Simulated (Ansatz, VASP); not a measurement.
One calculation of AlGa3O6, two programs

File INCAR:

```
SYSTEM = AlGa3O6
ALGO = Normal
EDIFF = 1E-6
ENCUT = 520
GGA = PE
ISIF = 2
ISMEAR = 0
LASPH = .True.
LCHARG = .False.
LREAL = .False.
LWAVE = .False.
NBANDS = 50
NELM = 60
PREC = Accurate
SIGMA = 0.1
```

The input KPOINTS:

```
k-points
0
Gamma
  6 6 6
  0 0 0
```

File POSCAR:

```
AlGa3O6
1.0
    2.7112586800      1.5653459300      4.9342763400
   -2.7112586800      1.5653459300      4.9342763400
    0.0000000000     -3.1306918600      4.9342763400
Al Ga O
1 3 6
Direct
    0.8521600100      0.8521600100      0.8521600100
    0.6478399900      0.6478399900      0.6478399900
    0.1478399900      0.1478399900      0.1478399900
    0.3521600100      0.3521600100      0.3521600100
    0.0566800200      0.4433199800      0.7500000000
    0.7500000000      0.0566800200      0.4433199800
    0.4433199800      0.7500000000      0.0566800200
    0.9433199800      0.5566800200      0.2500000000
    0.2500000000      0.9433199800      0.5566800200
    0.5566800200      0.2500000000      0.9433199800
```

Input for Ansatz:

```yaml
crystal:
  lattice:
    - [2.71125868, 1.56534593, 4.93427634]
    - [-2.71125868, 1.56534593, 4.93427634]
    - [0.0, -3.13069186, 4.93427634]
  atoms:
    - { symbol: Al, position: [0.85216001, 0.85216001, 0.85216001] }
    - { symbol: Ga, position: [0.64783999, 0.64783999, 0.64783999] }
    - { symbol: Ga, position: [0.14783999, 0.14783999, 0.14783999] }
    - { symbol: Ga, position: [0.35216001, 0.35216001, 0.35216001] }
    - { symbol: O, position: [0.05668002, 0.44331998, 0.75] }
    - { symbol: O, position: [0.75, 0.05668002, 0.44331998] }
    - { symbol: O, position: [0.44331998, 0.75, 0.05668002] }
    - { symbol: O, position: [0.94331998, 0.55668002, 0.25] }
    - { symbol: O, position: [0.25, 0.94331998, 0.55668002] }
    - { symbol: O, position: [0.55668002, 0.25, 0.94331998] }
basis:
  ecutwfc: 420
kpoints:
  mp_grid: { grid: [6, 6, 6] }
hamiltonian:
  xc: pbe
scf:
  occupations: { method: gaussian, width: 0.1 }
  lower_state_search: "off"
output:
  forces: true
  stress: true
  eigenvalues: true
```

Alike in both runs: task single point; functional PBE; k mesh 6 × 6 × 6; occupations gaussian, width 0.1 eV; no spin polarisation.

|  | VASP | Ansatz |
| --- | --- | --- |
| version | VASP 6.6.1 | Ansatz 0.2.0 |
| potentials or method | VASP PAW PBE potentials, release 64 (Al, Ga_d, O), cutoff 520 eV | scalar-relativistic, plane waves, PAW |
| valence electrons in the cell | 78 | 78 |

Ansatz gave:

```
gap on the k mesh at the Fermi level (eV) : 0.79
least direct gap on the mesh (eV)         : 0.90
rms of the force components (eV/Å)        : 0.296
```

**Question.** Which values does VASP return?

**Answer.** gap on the k mesh at the Fermi level (eV): 0.78; least direct gap on the mesh (eV): 0.89; rms of the force components (eV/Å): 0.306.

Atom by atom the forces differ by 0.012 eV/Å (rms over components).
